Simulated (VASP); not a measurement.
# AlNi (Pm-3m) in VASP: a series of runs

AlNi is run at these levels: LDA, PBE, PBEsol, RPBE; tasks: relaxation of cell and atoms.

Everything below comes from runs of VASP 6.6.1. Logs are shortened: lines on timing, memory, paths and dates and some standing lists are left out, and cuts for length are marked.

## 1. The cell of the first run

The structure is cubic, space group Pm-3m (No. 221). The conventional cell has a = 2.881 Å, b = 2.881 Å, c = 2.881 Å, α = 90.00°, β = 90.00°, γ = 90.00°. Ni (site symmetry m-3m) has 8 Al at 2.50 Å and 6 Ni at 2.88 Å within 3.3 Å. Al (site symmetry m-3m) has 8 Ni at 2.50 Å and 6 Al at 2.88 Å within 3.3 Å.

## 2. Relaxation of cell and atoms, LDA, collinear spin, ferromagnetic start

INCAR reads:

```
SYSTEM = AlNi
PREC = Accurate
ENCUT = 600
EDIFF = 1E-6
ISMEAR = -1
SIGMA = 0.05
LREAL = .False.
LASPH = .True.
NELM = 150
ALGO = Normal
ISIF = 3
LWAVE = .False.
LCHARG = .False.
ISPIN = 2
MAGMOM = 1 0
LORBIT = 11
LMAXMIX = 4
IBRION = 2
NSW = 60
EDIFFG = -0.01
```

KPOINTS reads:

```
regular mesh
0
Gamma
  9 9 9
  0 0 0
```

POSCAR reads:

```
AlNi
1.0
    2.8810000000      0.0000000000      0.0000000000
    0.0000000000      2.8810000000      0.0000000000
    0.0000000000      0.0000000000      2.8810000000
Ni Al
1 1
Direct
    0.5000000000      0.5000000000      0.5000000000
    0.0000000000      0.0000000000      0.0000000000
```

Potentials or basis: VASP PAW LDA potentials, release 64 (Ni, Al).

Command:

```console
$ cat potpaw_LDA.64/Ni/POTCAR potpaw_LDA.64/Al/POTCAR > POTCAR
$ mpirun -np 1 vasp_std > vasp.out
```

OUTCAR:

```text
SYSTEM = AlNi
   PREC = Accurate
   ENCUT = 600
   EDIFF = 1E-6
   ISMEAR = -1
   LREAL = .False.
   LASPH = .True.
   NELM = 150
   ISIF = 3
   ISPIN = 2
   LORBIT = 11
   IBRION = 2
   NSW = 60
   EDIFFG = -0.01

 ion  position               nearest neighbor table
   1  0.500  0.500  0.500-   2 2.50   2 2.50   2 2.50   2 2.50   2 2.50   2 2.50   2 2.50   2 2.50

   2  0.000  0.000  0.000-   1 2.50   1 2.50   1 2.50   1 2.50   1 2.50   1 2.50   1 2.50   1 2.50

  LATTYP: Found a simple cubic cell.
 ALAT       =     2.8810000000

  Lattice vectors:

 A1 = (   2.8810000000,   0.0000000000,   0.0000000000)
 A2 = (   0.0000000000,   2.8810000000,   0.0000000000)
 A3 = (   0.0000000000,   0.0000000000,   2.8810000000)

Analysis of symmetry for initial positions (statically):
=====================================================================
 Subroutine PRICEL returns:
 Original cell was already a primitive cell.

 Routine SETGRP: Setting up the symmetry group for a
 simple cubic supercell.

 Subroutine GETGRP returns: Found 48 space group operations
 (whereof 48 operations were pure point group operations)
 out of a pool of 48 trial point group operations.

The static configuration has the point symmetry O_h .

Analysis of symmetry for dynamics (positions and initial velocities):
=====================================================================
 Subroutine PRICEL returns:
 Original cell was already a primitive cell.

 Routine SETGRP: Setting up the symmetry group for a
 simple cubic supercell.

 Subroutine GETGRP returns: Found 48 space group operations
 (whereof 48 operations were pure point group operations)
 out of a pool of 48 trial point group operations.

The dynamic configuration has the point symmetry O_h .

Analysis of structural, dynamic, and magnetic symmetry:
=====================================================================
 Subroutine PRICEL returns:
 Original cell was already a primitive cell.

 Routine SETGRP: Setting up the symmetry group for a
 simple cubic supercell.

 Subroutine GETGRP returns: Found 48 space group operations
 (whereof 48 operations were pure point group operations)
 out of a pool of 48 trial point group operations.

The overall configuration has the point symmetry O_h .

 Subroutine INISYM returns: Found 48 space group operations
 (whereof 48 operations are pure point group operations),
 and found     1 'primitive' translations

----------------------------------------------------------------------------------------

                                     Primitive cell

  volume of cell :      23.9128

  direct lattice vectors                    reciprocal lattice vectors
     2.881000000  0.000000000  0.000000000     0.347101701  0.000000000  0.000000000
     0.000000000  2.881000000  0.000000000     0.000000000  0.347101701  0.000000000
     0.000000000  0.000000000  2.881000000     0.000000000  0.000000000  0.347101701

  length of vectors
     2.881000000  2.881000000  2.881000000     0.347101701  0.347101701  0.347101701

  position of ions in fractional coordinates (direct lattice)
     0.500000000  0.500000000  0.500000000
     0.000000000  0.000000000  0.000000000

  ion indices of the primitive-cell ions
   primitive index   ion index
                 1           1
                 2           2

----------------------------------------------------------------------------------------

 KPOINTS: regular mesh

Automatic generation of k-mesh.
 Grid dimensions read from file:
 generate k-points for:    9    9    9

 Generating k-lattice:

  Cartesian coordinates                     Fractional coordinates (reciprocal lattice)
     0.038566856  0.000000000  0.000000000     0.111111111  0.000000000  0.000000000
     0.000000000  0.038566856  0.000000000     0.000000000  0.111111111  0.000000000
     0.000000000  0.000000000  0.038566856     0.000000000  0.000000000  0.111111111

  Length of vectors
     0.038566856  0.038566856  0.038566856

  Shift w.r.t. Gamma in fractional coordinates (k-lattice)
     0.000000000  0.000000000  0.000000000

 Subroutine IBZKPT returns following result:
 ===========================================

 Found     35 irreducible k-points:

 Following reciprocal coordinates:
            Coordinates               Weight
  0.000000  0.000000  0.000000      1.000000
  0.111111  0.000000  0.000000      6.000000
  0.222222  0.000000  0.000000      6.000000
  0.333333  0.000000  0.000000      6.000000
  0.444444  0.000000  0.000000      6.000000
  0.111111  0.111111  0.000000     12.000000
[... 16 lines left out ...]
  0.333333  0.333333  0.111111     24.000000
  0.444444  0.333333  0.111111     48.000000
 [... further k-points ...]
   k-points           NKPTS =     35   k-points in BZ     NKDIM =     35   number of bands    NBANDS=     11
   number of dos      NEDOS =    301   number of ions     NIONS =      2
   total plane-waves  NPLWV =  13824
   dimension x,y,z NGX =    24 NGY =   24 NGZ =   24
   dimension x,y,z NGXF=    48 NGYF=   48 NGZF=   48
   ions per type =               1   1
   NGX,Y,Z   is equivalent  to a cutoff of  13.85, 13.85, 13.85 a.u.
   NGXF,Y,Z  is equivalent  to a cutoff of  27.70, 27.70, 27.70 a.u.
 SYSTEM =  AlNi
   PREC   = accura    normal or accurate (medium, high low for compatibility)
   ISTART =      0    job   : 0-new  1-cont  2-samecut
   ICHARG =      2    charge: 1-file 2-atom 10-const
   ISPIN  =      2    spin polarized calculation?
   LNONCOLLINEAR =      F non collinear calculations
   LSORBIT =      F    spin-orbit coupling
   LASPH  =      T    aspherical Exc in radial PAW
   ENCUT  =  600.0 eV  44.10 Ry    6.64 a.u.   5.75  5.75  5.75*2*pi/ulx,y,z
   NELM   =    150;   NELMIN=  2; NELMDL= -5     # of ELM steps
   EDIFF  = 0.1E-05   stopping-criterion for ELM
   LREAL  =      F    real-space projection
   EDIFFG = -.1E-01   stopping-criterion for IOM
   NSW    =     60    number of steps for IOM
   IBRION =      2    ionic relax: 0-MD 1-quasi-New 2-CG
   NFREE  =      1    steps in history (QN), initial steepest desc. (CG)
   ISIF   =      3    stress and relaxation
   ISYM   =      2    0-nonsym 1-usesym 2-fastsym
   POTIM  = 0.5000    time-step for ionic-motion
   TEBEG  =    0.0;   TEEND  =   0.0 temperature during run
   PSTRESS=    0.0 pullay stress
   NELECT =      13.0000    total number of electrons
   NUPDOWN=      -1.0000    fix difference up-down
   EMIN   =  10.00;   EMAX   =-10.00  energy-range for DOS
   EFERMI =   0.00;   METHOD = LEGACY
   ISMEAR =    -1;   SIGMA  =   0.05  broadening in eV -4-tet -1-fermi 0-gaus
   EFERMI_NEDOS =   21; number of points for ismear=-14 and -15
   IALGO  =     38    algorithm
   IMIX   =      4    mixing-type and parameters
     AMIX     =   0.40;   BMIX     =  1.00
     AMIX_MAG =   1.60;   BMIX_MAG =  1.00
  volume/ion in A,a.u.               =      11.96        80.69
  Fermi-wavevector in a.u.,A,eV,Ry     =   1.336122  2.524904 24.289410  1.785221
  Thomas-Fermi vector in A             =   2.464773
   LORBIT       =     11    0 simple, 1 ext, 2 COOP (PROOUT), +10 PAW based schemes
   GGA     = CA    functional components
   LHFCALC =     F    Hartree Fock is set to
   AEXX    =    0.0000 exact exchange contribution
   IVDW    =     0    specifies the selected vdW correction
   LEPSILON=     F    determine dielectric tensor
   LRPA    =     F    only Hartree local field effects (RPA)
 conjugate gradient relaxation of ions
 spin polarized calculation
  energy-cutoff  :      600.00
  volume of cell :       23.91
 maximum number of plane-waves:       812
 NGX is ok and might be reduce to    24
   NGX = 11   NGY = 11   NGZ = 11

--------------------------------------- Ionic step        1  -------------------------------------------

 number of electron      13.0000015 magnetization      -0.0002127

 number of electron      13.0000015 magnetization       0.0000308

 Free energy of the ion-electron system (eV)
  ---------------------------------------------------
  ext. energy  EPLUGINS =         0.00000000
  ---------------------------------------------------
  free energy    TOTEN  =       -12.16423447 eV

  energy without entropy =      -12.15764202  energy(sigma->0) =      -12.16093825

 E-fermi :   9.7449     XC(G=0): -12.3012

 val. band max:        9.6924757329   @ k =   0.3333   0.3333   0.0000
 cond. band min:       9.7892819138   @ k =   0.3333   0.1111   0.1111
 fundamental gap:      0.0968061809
 Fermi energy:         9.7449497518

 spin component 1

 k-point     1 :       0.0000    0.0000    0.0000
  band No.  band energies     occupation
      1      -1.3333      1.00000
      2       6.4924      1.00000
      3       6.4924      1.00000
      4       8.1716      1.00000
      5       8.1716      1.00000
      6       8.1716      1.00000
      7      15.2179      0.00000
      8      15.2179      0.00000
      9      15.2179      0.00000
     10      17.9699      0.00000
     11      17.9699      0.00000
[... 735 lines left out ...]
--------------------------------------- Ionic step        3  -------------------------------------------

 number of electron      12.9999995 magnetization       0.0000010

 number of electron      12.9999995 magnetization      -0.0000016

 Free energy of the ion-electron system (eV)
  ---------------------------------------------------
  ext. energy  EPLUGINS =         0.00000000
  ---------------------------------------------------
  free energy    TOTEN  =       -12.19607941 eV

  energy without entropy =      -12.19002998  energy(sigma->0) =      -12.19305470

 E-fermi :  10.4351     XC(G=0): -12.5452

 val. band max:       10.3662470633   @ k =   0.3333   0.1111   0.0000
 cond. band min:      10.4891255178   @ k =   0.3333   0.1111   0.1111
 fundamental gap:      0.1228784544
 Fermi energy:        10.4351094800

 spin component 1

 k-point     1 :       0.0000    0.0000    0.0000
  band No.  band energies     occupation
      1      -1.0277      1.00000
      2       6.9191      1.00000
      3       6.9191      1.00000
      4       8.7403      1.00000
      5       8.7403      1.00000
      6       8.7403      1.00000
      7      16.1050      0.00000
      8      16.1050      0.00000
      9      16.1050      0.00000
     10      18.8027      0.00000
     11      18.8027      0.00000
[... 691 lines left out ...]
  FREE ENERGIE OF THE ION-ELECTRON SYSTEM (eV)
  ---------------------------------------------------
  free  energy   TOTEN  =       -12.1960794116 eV

  energy  without entropy=      -12.1900299826  energy(sigma->0) =      -12.19305470

 reached required accuracy - stopping structural energy minimisation

 total charge

# of ion       s       p       d       tot
------------------------------------------
    1        0.502   0.563   8.516   9.580
    2        0.394   0.440   0.000   0.834
--------------------------------------------------
tot          0.896   1.002   8.516  10.414

 magnetization (x)

# of ion       s       p       d       tot
------------------------------------------
    1        0.000   0.000   0.000   0.000
    2       -0.000  -0.000   0.000  -0.000
--------------------------------------------------
tot         -0.000   0.000   0.000   0.000
```

Run time: 52 s. Hardware: 1 thread of Intel Xeon 8259CL, shared host; peak memory 0.15 GiB.

What came out:

| Quantity | Value |
| --- | --- |
| Free energy | -12.1961 eV |
| Relaxed volume | 11.38 Å³/atom |
| Relaxed cell | a = 2.834 Å, b = 2.834 Å, c = 2.834 Å, α = 90.00°, β = 90.00°, γ = 90.00° |
| Space group after relaxing (to 0.1 Å) | Pm-3m (No. 221) |
| Energy gained by relaxing | 15.9 meV/atom |
| Ionic steps | 3 |
| Pressure after relaxing | -0.1 GPa |
| Net moment | 0.00 μB per cell |
| Valence electrons inside the program's atomic spheres | Ni 9.58; Al 0.83 |

The path:
```csv
step,energy change (eV),largest force (eV/Å),pressure (GPa),volume (Å³)
1,0.0000,0.0000,-8.31,23.91
2,-0.0088,0.0000,8.27,21.83
3,-0.0318,0.0000,-0.09,22.75
```

Final structure:
```
CELL_PARAMETERS angstrom
2.83359 0.00000 0.00000
0.00000 2.83359 0.00000
0.00000 0.00000 2.83359
ATOMIC_POSITIONS crystal
Ni 0.50000 0.50000 0.50000
Al 0.00000 0.00000 0.00000
```

LDA usually gives volumes a few per cent too small. Zero-point motion and thermal expansion aren't in these numbers.

## 3. Relaxation of cell and atoms, PBE, collinear spin, ferromagnetic start

INCAR: that of step 2 with these lines changed.

```diff
@@ -17,2 +17,3 @@
 LMAXMIX = 4
+GGA = PE
 IBRION = 2
```

KPOINTS is that of step 2.

POSCAR is that of step 2.

Potentials or basis: VASP PAW PBE potentials, release 64 (Ni, Al).

Command:

```console
$ cat potpaw_PBE.64/Ni/POTCAR potpaw_PBE.64/Al/POTCAR > POTCAR
$ mpirun -np 1 vasp_std > vasp.out
```

It took 60 s on 1 thread of Intel Xeon 8259CL, shared host; peak memory 0.16 GiB.

It converged, with:

```yaml
Free_energy: -10.5373 eV
Relaxed_volume: 12.10 Å³/atom
Relaxed_cell: a = 2.892 Å, b = 2.892 Å, c = 2.892 Å, α = 90.00°, β = 90.00°, γ = 90.00°
Space_group_after_relaxing_to_0.1_Å: Pm-3m (No. 221)
Energy_gained_by_relaxing: 0.8 meV/atom
Ionic_steps: 3
Pressure_after_relaxing: 0.1 GPa
Net_moment: 0.00 μB per cell
Valence_electrons_inside_the_program's_atomic_spheres: Ni 9.44; Al 0.79
```

The path:
| step | energy change (eV) | largest force (eV/Å) | pressure (GPa) | volume (Å³) |
| --- | --- | --- | --- | --- |
| 1 | 0.0000 | 0.0000 | 1.95 | 23.91 |
| 2 | -0.0006 | 0.0000 | -1.47 | 24.42 |
| 3 | -0.0016 | 0.0000 | 0.08 | 24.19 |

Final structure:
```cif
data_structure
_symmetry_space_group_name_H-M 'P 1'
_symmetry_Int_Tables_number 1
_cell_length_a 2.8922
_cell_length_b 2.8922
_cell_length_c 2.8922
_cell_angle_alpha 90.000
_cell_angle_beta 90.000
_cell_angle_gamma 90.000
_cell_volume 24.19
loop_
_atom_site_label
_atom_site_type_symbol
_atom_site_fract_x
_atom_site_fract_y
_atom_site_fract_z
_atom_site_occupancy
Ni1 Ni 0.50000 0.50000 0.50000 1
Al1 Al 0.00000 0.00000 0.00000 1
```

Levels at points of the mesh, in eV from the Fermi level:
Spin up:
```tsv
k point	band 4	band 5	band 6	band 7	band 8	band 9
(0.00, 0.00, 0.00)	-1.53	-1.53	-1.53	5.46	5.46	5.46
```
Spin down:
| k point | band 4 | band 5 | band 6 | band 7 | band 8 | band 9 |
| --- | --- | --- | --- | --- | --- | --- |
| (0.00, 0.00, 0.00) | -1.53 | -1.53 | -1.53 | 5.46 | 5.46 | 5.46 |

PBE usually gives volumes a little too large and moduli too small. Zero-point motion and thermal expansion aren't in these numbers.

## 4. Relaxation of cell and atoms, PBEsol, collinear spin, ferromagnetic start

INCAR reads:

```
SYSTEM = AlNi
  ALGO = Normal
  EDIFF = 1E-6
  EDIFFG = -0.01
  ENCUT = 600
  GGA = PS
  IBRION = 2
  ISIF = 3
  ISMEAR = -1
  ISPIN = 2
  LASPH = .TRUE.
  LCHARG = .FALSE.
  LMAXMIX = 4
  LORBIT = 11
  LREAL = .FALSE.
  LWAVE = .FALSE.
  MAGMOM = 1 0
  NELM = 150
  NSW = 60
  PREC = Accurate
  SIGMA = 0.05
```

KPOINTS reads:

```
k-points
0
G
  9 9 9
  0 0 0
```

POSCAR is that of step 3.

Command:

```console
$ cat potpaw_PBE.64/Ni/POTCAR potpaw_PBE.64/Al/POTCAR > POTCAR
$ mpirun -np 1 vasp_std > vasp.out
```

It took 65 s on 1 thread of Intel Xeon 8259CL, shared host; peak memory 0.16 GiB.

It converged, with:

```yaml
Free_energy: -11.5860 eV
Relaxed_volume: 11.72 Å³/atom
Relaxed_cell: a = 2.862 Å, b = 2.862 Å, c = 2.862 Å, α = 90.00°, β = 90.00°, γ = 90.00°
Space_group_after_relaxing_to_0.1_Å: Pm-3m (No. 221)
Energy_gained_by_relaxing: 2.4 meV/atom
Ionic_steps: 3
Pressure_after_relaxing: 0.0 GPa
Net_moment: 0.00 μB per cell
Valence_electrons_inside_the_program's_atomic_spheres: Ni 9.51; Al 0.81
```

The path:
```tsv
step	energy change (eV)	largest force (eV/Å)	pressure (GPa)	volume (Å³)
1	0.0000	0.0000	-3.20	23.91
2	-0.0019	0.0000	2.76	23.09
3	-0.0048	0.0000	0.01	23.44
```

Final structure:
```
CELL_PARAMETERS angstrom
2.86204 0.00000 0.00000
0.00000 2.86204 0.00000
0.00000 0.00000 2.86204
ATOMIC_POSITIONS crystal
Ni 0.50000 0.50000 0.50000
Al 0.00000 0.00000 0.00000
```

Levels at points of the mesh, in eV from the Fermi level:
Spin up:
| k point | band 4 | band 5 | band 6 | band 7 | band 8 | band 9 |
| --- | --- | --- | --- | --- | --- | --- |
| (0.00, 0.00, 0.00) | -1.60 | -1.60 | -1.60 | 5.57 | 5.57 | 5.57 |
Spin down:
```
           k point  band 2  band 3  band 4  band 5  band 6  band 7  band 8  band 9  band 10  band 11
(0.00, 0.00, 0.00)   -3.35   -3.35   -1.60   -1.60   -1.60    5.57    5.57    5.57     8.20     8.20
```

Caveat: the PAW data sets were made with another functional, which shifts forces and pressure a little.

## 5. Relaxation of cell and atoms, RPBE, collinear spin, ferromagnetic start

INCAR reads:

```
SYSTEM = AlNi
PREC     = Accurate       ! precision mode
ENCUT    = 600            ! plane-wave cutoff, eV
EDIFF    = 1E-7           ! SCF threshold, eV
ISMEAR   = -1             ! smearing method
SIGMA    = 0.05           ! smearing width, eV
LREAL    = .FALSE.        ! projectors in reciprocal space
LASPH    = .TRUE.         ! aspherical terms in the spheres
NELM     = 150            ! most SCF steps
ALGO     = Normal         ! electronic algorithm
ISIF     = 3              ! what is computed and relaxed
LWAVE    = .FALSE.        ! write WAVECAR
LCHARG   = .FALSE.        ! write CHGCAR
ISPIN    = 2              ! spin polarisation
MAGMOM   = 1 0            ! initial moments
LORBIT   = 11             ! projections on sites
LMAXMIX  = 4              ! l up to which the mixer works
GGA      = RP             ! functional
IBRION   = 2              ! ionic algorithm
NSW      = 60             ! ionic steps
EDIFFG   = -0.01          ! ionic threshold
```

KPOINTS reads:

```
Automatic mesh
0
G
  9 9 9
  0 0 0
```

POSCAR is that of step 4.

Command:

```console
$ cat potpaw_PBE.64/Ni/POTCAR potpaw_PBE.64/Al/POTCAR > POTCAR
$ mpirun -np 1 vasp_std > vasp.out
```

Wall time 63 s (1 thread of Intel Xeon 8259CL, shared host); peak memory 0.16 GiB.

Results (log left out):

* Free energy: -9.7472 eV
* Relaxed volume: 12.39 Å³/atom
* Relaxed cell: a = 2.915 Å, b = 2.915 Å, c = 2.915 Å, α = 90.00°, β = 90.00°, γ = 90.00°
* Space group after relaxing (to 0.1 Å): Pm-3m (No. 221)
* Energy gained by relaxing: 7.4 meV/atom
* Ionic steps: 3
* Pressure after relaxing: 0.0 GPa
* Net moment: 0.00 μB per cell
* Valence electrons inside the program's atomic spheres: Ni 9.39; Al 0.78

Step by step:
| step | energy change (eV) | largest force (eV/Å) | pressure (GPa) | volume (Å³) |
| --- | --- | --- | --- | --- |
| 1 | 0.0000 | 0.0000 | 5.70 | 23.91 |
| 2 | -0.0073 | 0.0000 | -3.63 | 25.41 |
| 3 | -0.0147 | 0.0000 | 0.00 | 24.77 |

Final structure:
```cif
data_structure
_symmetry_space_group_name_H-M 'P 1'
_symmetry_Int_Tables_number 1
_cell_length_a 2.9151
_cell_length_b 2.9151
_cell_length_c 2.9151
_cell_angle_alpha 90.000
_cell_angle_beta 90.000
_cell_angle_gamma 90.000
_cell_volume 24.77
loop_
_atom_site_label
_atom_site_type_symbol
_atom_site_fract_x
_atom_site_fract_y
_atom_site_fract_z
_atom_site_occupancy
Ni1 Ni 0.50000 0.50000 0.50000 1
Al1 Al 0.00000 0.00000 0.00000 1
```

Levels at points of the mesh, in eV from the Fermi level:
Spin up:
```csv
k point,band 4,band 5,band 6,band 7,band 8,band 9
"(0.00, 0.00, 0.00)",-1.47,-1.47,-1.47,5.38,5.38,5.38
```
Spin down:
```tsv
k point	band 4	band 5	band 6	band 7	band 8	band 9
(0.00, 0.00, 0.00)	-1.47	-1.47	-1.47	5.38	5.38	5.38
```

Caveat: the PAW data sets were made with another functional, which shifts forces and pressure a little. RPBE and its kin give volumes clearly too large for solids.

## 6. Overview

| level | potentials or basis | gap on the mesh (eV) | pressure (GPa) | moment (μB) | relaxed volume (Å³/atom) |
| --- | --- | --- | --- | --- | --- |
| LDA | VASP PAW LDA potentials, release 64 (Ni, Al) | none | -0.1 | 0.00 | 11.38 |
| PBE | VASP PAW PBE potentials, release 64 (Ni, Al) | none | 0.1 | 0.00 | 12.10 |
| PBEsol | VASP PAW PBE potentials, release 64 (Ni, Al) | none | 0.0 | 0.00 | 11.72 |
| RPBE | VASP PAW PBE potentials, release 64 (Ni, Al) | none | 0.0 | 0.00 | 12.39 |

Alike in all rows: task relaxation of cell and atoms; spin collinear, ferromagnetic start; cell relaxed; k mesh 9 × 9 × 9; cutoff (eV) 600; smearing fermi-dirac 0.05 eV.

Caveats: the PAW data sets were made with another functional, which shifts forces and pressure a little (at least some runs).

Absolute energies hang on the potentials; compare differences alone.
